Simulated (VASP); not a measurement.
La:

```
CELL_PARAMETERS angstrom
3.79631 0.00000 0.00000
-1.89816 3.28770 0.00000
0.00000 0.00000 12.04126
ATOMIC_POSITIONS crystal
La 0.00000 0.00000 0.00000
La 0.00000 0.00000 0.50000
La 0.33333 0.66667 0.25000
La 0.66667 0.33333 0.75000
```

| Item | Value |
| --- | --- |
| Program | VASP 6.6.1 |
| Task | relaxation of cell and atoms |
| Functional | PBEsol |
| Potentials or basis | VASP PAW PBE potentials, release 64 (La) |
| Cutoff | 600 eV |
| k mesh | 6 × 6 × 2 |
| Occupations | gaussian, width 0.1 eV |
| Spin | no spin polarisation |

At the start: pressure -2.2 GPa; volume 37.57 Å³/atom.

Question: Where does the relaxation end?

Answer: Over 7 steps the energy falls by 23.7 meV/atom and the volume is 34.36 Å³/atom (-8.5 %); space group P6_3/mmc (No. 194, to 0.1 Å) before and after.

The path:
| step | energy change (eV) | largest force (eV/Å) | pressure (GPa) | volume (Å³) |
| --- | --- | --- | --- | --- |
| 1 | 0.0000 | 0.0000 | -2.18 | 150.29 |
| 2 | -0.0921 | 0.0000 | -0.39 | 139.45 |
| 3 | -0.0947 | 0.0000 | -0.01 | 137.50 |
| 4 | -0.0947 | 0.0000 | -0.07 | 137.26 |
| 5 | -0.0944 | 0.0000 | 0.14 | 136.76 |
| 6 | -0.0948 | 0.0000 | 0.01 | 137.39 |
| 7 | -0.0948 | 0.0000 | 0.00 | 137.45 |

Final structure:
```
La
1.0
     3.67064    0.00000    0.00000
    -1.83532    3.17887    0.00000
     0.00000    0.00000   11.77951
La
4
Direct
  0.00000 0.00000 0.00000
  0.00000 0.00000 0.50000
  0.33333 0.66667 0.25000
  0.66667 0.33333 0.75000
```

Caveat: the PAW data sets were made with another functional, which shifts forces and pressure a little.
